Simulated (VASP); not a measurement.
# KF (P1) in VASP: single point with PBE+U

Aim: the single point of KF with PBE+U.

Everything below comes from runs of VASP 6.6.1. Logs are shortened: lines on timing, memory, paths and dates and some standing lists are left out, and cuts for length are marked.

### Step 1. The cell of the first run

The typed cell holds 2 atoms: a = 3.259 Å, b = 3.259 Å, c = 3.259 Å, α = 90.00°, β = 90.00°, γ = 90.00°.

### Step 2. Single point, PBE+U

The input, INCAR:

```
  PREC = Accurate
  ENCUT = 600
  EDIFF = 1E-6
  ISMEAR = 0
  SIGMA = 0.1
  LREAL = False
  LASPH = True
  NELM = 200
  ALGO = Normal
  ISIF = 2
  LWAVE = False
  LCHARG = False
  LDAU = True
  LDAUTYPE = 2
  LDAUL = -1 1
  LDAUU = 0 1.7
  LDAUJ = 0 0
  LDAUPRINT = 1
  GGA = PE
  NBANDS = 15
  GGA_COMPAT = False
```

The input, KPOINTS:

```
Automatic mesh
0
Gamma
  2 2 2
```

The input, POSCAR:

```
KF
1.0
    3.2589550000      0.0000000000      0.0000000000
    0.0000000000      3.2589550000      0.0000000000
    0.0000000000      0.0000000000      3.2589550000
K F
1 1
Direct
    0.0183554895     -0.0597856008     -0.0041215587
    0.5552219688      0.4489853325      0.5312716131
```

Potentials or basis: VASP PAW PBE potentials, release 64 (K_sv, F).

Run with:

```console
> cat potpaw_PBE.64/K_sv/POTCAR potpaw_PBE.64/F/POTCAR > POTCAR
> mpirun -np 1 vasp_std > vasp.out
```

OUTCAR:

```text
PREC = Accurate
   ENCUT = 600
   EDIFF = 1E-6
   ISMEAR = 0
   LREAL = False
   LASPH = True
   NELM = 200
   ISIF = 2
   GGA = PE

 ion  position               nearest neighbor table
   1  0.018  0.940  0.996-   2 2.67   2 2.71   2 2.81   2 2.81   2 2.84   2 2.85
   2  0.555  0.449  0.531-   1 2.67   1 2.71   1 2.81   1 2.81   1 2.84   1 2.85

  LATTYP: Found a simple cubic cell.
 ALAT       =     3.2589550000

  Lattice vectors:

 A1 = (   3.2589550000,   0.0000000000,   0.0000000000)
 A2 = (   0.0000000000,   3.2589550000,   0.0000000000)
 A3 = (   0.0000000000,   0.0000000000,   3.2589550000)

Analysis of symmetry for initial positions (statically):
=====================================================================
 Subroutine PRICEL returns:
 Original cell was already a primitive cell.

 Routine SETGRP: Setting up the symmetry group for a
 simple cubic supercell.

 Subroutine GETGRP returns: Found  1 space group operations
 (whereof  1 operations were pure point group operations)
 out of a pool of 48 trial point group operations.

The static configuration has the point symmetry C_1 .

Analysis of symmetry for dynamics (positions and initial velocities):
=====================================================================
 Subroutine PRICEL returns:
 Original cell was already a primitive cell.

 Routine SETGRP: Setting up the symmetry group for a
 simple cubic supercell.

 Subroutine GETGRP returns: Found  1 space group operations
 (whereof  1 operations were pure point group operations)
 out of a pool of 48 trial point group operations.

The dynamic configuration has the point symmetry C_1 .

 Subroutine INISYM returns: Found  1 space group operations
 (whereof  1 operations are pure point group operations),
 and found     1 'primitive' translations

----------------------------------------------------------------------------------------

                                     Primitive cell

  volume of cell :      34.6127

  direct lattice vectors                    reciprocal lattice vectors
     3.258955000  0.000000000  0.000000000     0.306846827  0.000000000  0.000000000
     0.000000000  3.258955000  0.000000000     0.000000000  0.306846827  0.000000000
     0.000000000  0.000000000  3.258955000     0.000000000  0.000000000  0.306846827

  length of vectors
     3.258955000  3.258955000  3.258955000     0.306846827  0.306846827  0.306846827

  position of ions in fractional coordinates (direct lattice)
     0.018355490  0.940214399  0.995878441
     0.555221969  0.448985333  0.531271613

  ion indices of the primitive-cell ions
   primitive index   ion index
                 1           1
                 2           2

----------------------------------------------------------------------------------------

 KPOINTS: Automatic mesh

Automatic generation of k-mesh.
 Grid dimensions read from file:
 generate k-points for:    2    2    2

 Generating k-lattice:

  Cartesian coordinates                     Fractional coordinates (reciprocal lattice)
     0.153423413  0.000000000  0.000000000     0.500000000  0.000000000  0.000000000
     0.000000000  0.153423413  0.000000000     0.000000000  0.500000000  0.000000000
     0.000000000  0.000000000  0.153423413     0.000000000  0.000000000  0.500000000

  Length of vectors
     0.153423413  0.153423413  0.153423413

  Shift w.r.t. Gamma in fractional coordinates (k-lattice)
     0.000000000  0.000000000  0.000000000

 Subroutine IBZKPT returns following result:
 ===========================================

 Found      8 irreducible k-points:

 Following reciprocal coordinates:
            Coordinates               Weight
  0.000000  0.000000  0.000000      1.000000
  0.500000  0.000000  0.000000      1.000000
  0.000000  0.500000  0.000000      1.000000
  0.000000  0.000000  0.500000      1.000000
  0.500000  0.500000  0.000000      1.000000
  0.000000  0.500000  0.500000      1.000000
  0.500000  0.000000  0.500000      1.000000
  0.500000  0.500000  0.500000      1.000000
   k-points           NKPTS =      8   k-points in BZ     NKDIM =      8   number of bands    NBANDS=     15
   number of dos      NEDOS =    301   number of ions     NIONS =      2
   total plane-waves  NPLWV =  21952
   dimension x,y,z NGX =    28 NGY =   28 NGZ =   28
   dimension x,y,z NGXF=    56 NGYF=   56 NGZF=   56
   ions per type =               1   1
   NGX,Y,Z   is equivalent  to a cutoff of  14.28, 14.28, 14.28 a.u.
   NGXF,Y,Z  is equivalent  to a cutoff of  28.57, 28.57, 28.57 a.u.
 SYSTEM =  unknown system
   PREC   = accura    normal or accurate (medium, high low for compatibility)
   ISTART =      0    job   : 0-new  1-cont  2-samecut
   ICHARG =      2    charge: 1-file 2-atom 10-const
   ISPIN  =      1    spin polarized calculation?
   LNONCOLLINEAR =      F non collinear calculations
   LSORBIT =      F    spin-orbit coupling
   LASPH  =      T    aspherical Exc in radial PAW
   ENCUT  =  600.0 eV  44.10 Ry    6.64 a.u.   6.51  6.51  6.51*2*pi/ulx,y,z
   NELM   =    200;   NELMIN=  2; NELMDL= -5     # of ELM steps
   EDIFF  = 0.1E-05   stopping-criterion for ELM
   LREAL  =      F    real-space projection
   EDIFFG = 0.1E-04   stopping-criterion for IOM
   NSW    =      0    number of steps for IOM
   IBRION =     -1    ionic relax: 0-MD 1-quasi-New 2-CG
   NFREE  =      0    steps in history (QN), initial steepest desc. (CG)
   ISIF   =      2    stress and relaxation
   ISYM   =      2    0-nonsym 1-usesym 2-fastsym
   POTIM  = 0.5000    time-step for ionic-motion
   TEBEG  =    0.0;   TEEND  =   0.0 temperature during run
   PSTRESS=    0.0 pullay stress
   NELECT =      16.0000    total number of electrons
   NUPDOWN=      -1.0000    fix difference up-down
   EMIN   =  10.00;   EMAX   =-10.00  energy-range for DOS
   EFERMI =   0.00;   METHOD = LEGACY
   ISMEAR =     0;   SIGMA  =   0.10  broadening in eV -4-tet -1-fermi 0-gaus
   EFERMI_NEDOS =   21; number of points for ismear=-14 and -15
   IALGO  =     38    algorithm
   IMIX   =      4    mixing-type and parameters
     AMIX     =   0.40;   BMIX     =  1.00
     AMIX_MAG =   1.60;   BMIX_MAG =  1.00
  volume/ion in A,a.u.               =      17.31       116.79
  Fermi-wavevector in a.u.,A,eV,Ry     =   1.265814  2.392041 21.800402  1.602284
  Thomas-Fermi vector in A             =   2.399047
   LORBIT       =      0    0 simple, 1 ext, 2 COOP (PROOUT), +10 PAW based schemes
 LDA+U is selected, type is set to LDAUTYPE =  2
   angular momentum for each species LDAUL =    -1    1
   U (eV)           for each species LDAUU =   0.0  1.7
   J (eV)           for each species LDAUJ =   0.0  0.0
   GGA     = PE    functional components
   LHFCALC =     F    Hartree Fock is set to
   AEXX    =    0.0000 exact exchange contribution
   IVDW    =     0    specifies the selected vdW correction
   LEPSILON=     F    determine dielectric tensor
   LRPA    =     F    only Hartree local field effects (RPA)
 non-spin polarized calculation
 Gauss-broadening in eV      SIGMA  =   0.10
  energy-cutoff  :      600.00
  volume of cell :       34.61
 maximum number of plane-waves:      1189
 NGX is ok and might be reduce to    28
   NGX = 13   NGY = 13   NGZ = 13

 number of electron      16.0000006 magnetization

 Free energy of the ion-electron system (eV)
  ---------------------------------------------------
  ext. energy  EPLUGINS =         0.00000000
  ---------------------------------------------------
  free energy    TOTEN  =        -6.99521650 eV

  energy without entropy =       -6.99521650  energy(sigma->0) =       -6.99521650

 E-fermi :  -1.5538     XC(G=0):  -8.9829

 val. band max:       -2.1170835889   @ k =   0.0000   0.5000   0.5000
 cond. band min:       4.2577493690   @ k =   0.0000   0.0000   0.0000
 fundamental gap:      6.3748329578
 Fermi energy:        -1.5537576451

 k-point     1 :       0.0000    0.0000    0.0000
  band No.  band energies     occupation
      1     -29.0599      2.00000
      2     -20.6833      2.00000
      3     -12.0943      2.00000
      4     -12.0932      2.00000
      5     -12.0912      2.00000
      6      -2.1762      2.00000
      7      -2.1647      2.00000
      8      -2.1593      2.00000
      9       4.2577      0.00000
     10       6.2818      0.00000
     11       6.3145      0.00000
     12      11.7809      0.00000
     13      11.7823      0.00000
     14      11.7896      0.00000
     15      18.2913      0.00000

 k-point     2 :       0.5000    0.0000    0.0000
  band No.  band energies     occupation
      1     -28.9352      2.00000
      2     -20.7155      2.00000
      3     -12.7593      2.00000
      4     -11.9875      2.00000
      5     -11.9828      2.00000
      6      -3.3008      2.00000
      7      -2.2737      2.00000
      8      -2.2600      2.00000
      9       7.2305      0.00000
     10       7.3228      0.00000
     11       8.8212      0.00000
     12      10.3362      0.00000
     13      10.4045      0.00000
     14      12.1074      0.00000
     15      14.5455      0.00000

 k-point     3 :       0.0000    0.5000    0.0000
  band No.  band energies     occupation
      1     -28.9344      2.00000
      2     -20.7193      2.00000
      3     -12.7508      2.00000
      4     -11.9871      2.00000
      5     -11.9863      2.00000
      6      -3.2977      2.00000
      7      -2.2710      2.00000
      8      -2.2616      2.00000
      9       7.2325      0.00000
     10       7.2793      0.00000
     11       8.7735      0.00000
     12      10.2551      0.00000
     13      10.5379      0.00000
     14      12.1046      0.00000
     15      14.5768      0.00000

 k-point     4 :       0.0000    0.0000    0.5000
  band No.  band energies     occupation
      1     -28.9351      2.00000
      2     -20.7158      2.00000
      3     -12.7586      2.00000
      4     -11.9879      2.00000
      5     -11.9827      2.00000
      6      -3.3006      2.00000
      7      -2.2743      2.00000
      8      -2.2594      2.00000
      9       7.2288      0.00000
     10       7.3212      0.00000
     11       8.8168      0.00000
     12      10.3371      0.00000
     13      10.4082      0.00000
     14      12.1071      0.00000
     15      14.5471      0.00000

 k-point     5 :       0.5000    0.5000    0.0000
  band No.  band energies     occupation
      1     -28.8308      2.00000
      2     -20.5954      2.00000
      3     -12.8660      2.00000
      4     -12.8546      2.00000
      5     -11.9059      2.00000
      6      -2.7112      2.00000
      7      -2.7091      2.00000
      8      -2.1176      2.00000
      9       6.4764      0.00000
     10       6.9554      0.00000
     11       9.8142      0.00000
     12       9.8404      0.00000
     13      12.1907      0.00000
     14      12.2846      0.00000
     15      13.3015      0.00000

 k-point     6 :       0.0000    0.5000    0.5000
  band No.  band energies     occupation
      1     -28.8308      2.00000
      2     -20.5952      2.00000
      3     -12.8658      2.00000
      4     -12.8553      2.00000
      5     -11.9062      2.00000
      6      -2.7108      2.00000
      7      -2.7089      2.00000
      8      -2.1171      2.00000
      9       6.4804      0.00000
     10       6.9542      0.00000
     11       9.8137      0.00000
     12       9.8378      0.00000
     13      12.1974      0.00000
     14      12.2839      0.00000
     15      13.3018      0.00000

 k-point     7 :       0.5000    0.0000    0.5000
  band No.  band energies     occupation
      1     -28.8309      2.00000
      2     -20.5971      2.00000
      3     -12.8649      2.00000
      4     -12.8505      2.00000
      5     -11.9019      2.00000
      6      -2.7153      2.00000
      7      -2.7108      2.00000
      8      -2.1234      2.00000
      9       6.4310      0.00000
     10       6.9690      0.00000
     11       9.8236      0.00000
     12       9.8676      0.00000
     13      12.1835      0.00000
     14      12.2228      0.00000
     15      13.2978      0.00000

 k-point     8 :       0.5000    0.5000    0.5000
  band No.  band energies     occupation
      1     -28.7343      2.00000
      2     -20.5151      2.00000
      3     -12.6731      2.00000
      4     -12.6697      2.00000
      5     -12.6693      2.00000
      6      -3.1211      2.00000
      7      -3.1100      2.00000
      8      -3.1020      2.00000
      9       8.3152      0.00000
     10       8.3665      0.00000
     11       8.3861      0.00000
     12      13.1877      0.00000
     13      13.2957      0.00000
     14      13.3446      0.00000
     15      13.4549      0.00000

------------------------ aborting loop because EDIFF is reached ----------------------------------------

  FORCE on cell =-STRESS in cart. coord.  units (eV):
  Direction    XX          YY          ZZ          XY          YZ          ZX
  --------------------------------------------------------------------------------------
  -------------------------------------------------------------------------------------
  Total        0.2156042      0.2120532      0.2150424      0.0183673      0.0178566      0.0703720
  in kB        9.9800498      9.8156789      9.9540454      0.8502009      0.8265618      3.2574342
  external PRESSURE =       9.9165914 kB  Pullay stress =       0.0000000 kB

 VOLUME and BASIS-vectors are now :
 -----------------------------------------------------------------------------
  energy-cutoff  :      600.00
  volume of cell :       34.61
      direct lattice vectors                 reciprocal lattice vectors
     3.258955000  0.000000000  0.000000000     0.306846827  0.000000000  0.000000000
     0.000000000  3.258955000  0.000000000     0.000000000  0.306846827  0.000000000
     0.000000000  0.000000000  3.258955000     0.000000000  0.000000000  0.306846827

 POSITION                                       TOTAL-FORCE (eV/Angst)
 -----------------------------------------------------------------------------------
      0.05982      3.06412      3.24552         0.070022      0.018482      0.067193
      1.80944      1.46322      1.73139        -0.070022     -0.018482     -0.067193
 -----------------------------------------------------------------------------------
    total drift:                               -0.000293     -0.000493      0.000654

  FREE ENERGIE OF THE ION-ELECTRON SYSTEM (eV)
  ---------------------------------------------------
  free  energy   TOTEN  =        -6.9952164998 eV

  energy  without entropy=       -6.9952164998  energy(sigma->0) =       -6.99521650
```

Wall time 6.2 s (1 thread of AMD EPYC 7R43 (Zen 3), shared host); peak memory 0.12 GiB.

Results:

- Free energy: -6.9952 eV
- Pressure: 1.0 GPa
- Largest force: 0.099 eV/Å
- Band gap on the k mesh: 6.37 eV (least direct gap 6.42 eV)

Forces in eV/Å, atoms in the order of the input:
```
K    0.070  0.018  0.067
F   -0.070 -0.018 -0.067
```

Stress tensor (GPa, compression positive):
```
1.00 0.09 0.33
0.09 0.98 0.08
0.33 0.08 1.00
```

Levels at points of the mesh, in eV from the valence-band top:
| k point | band 5 | band 6 | band 7 | band 8 | band 9 | band 10 | band 11 | band 12 |
| --- | --- | --- | --- | --- | --- | --- | --- | --- |
| (0.00, 0.00, 0.00) | -9.97 | -0.06 | -0.05 | -0.04 | 6.37 | 8.40 | 8.43 | 13.90 |
| (0.50, 0.00, 0.00) | -9.87 | -1.18 | -0.16 | -0.14 | 9.35 | 9.44 | 10.94 | 12.45 |
| (0.00, 0.50, 0.00) | -9.87 | -1.18 | -0.15 | -0.14 | 9.35 | 9.40 | 10.89 | 12.37 |
| (0.00, 0.00, 0.50) | -9.87 | -1.18 | -0.16 | -0.14 | 9.35 | 9.44 | 10.93 | 12.45 |
| (0.50, 0.50, 0.00) | -9.79 | -0.59 | -0.59 | 0.00 | 8.59 | 9.07 | 11.93 | 11.96 |
| (0.00, 0.50, 0.50) | -9.79 | -0.59 | -0.59 | 0.00 | 8.60 | 9.07 | 11.93 | 11.95 |
| (0.50, 0.00, 0.50) | -9.78 | -0.60 | -0.59 | -0.01 | 8.55 | 9.09 | 11.94 | 11.98 |
| (0.50, 0.50, 0.50) | -10.55 | -1.00 | -0.99 | -0.98 | 10.43 | 10.48 | 10.50 | 15.30 |

Caveat: the k points lie up to 0.96 Å⁻¹ apart.
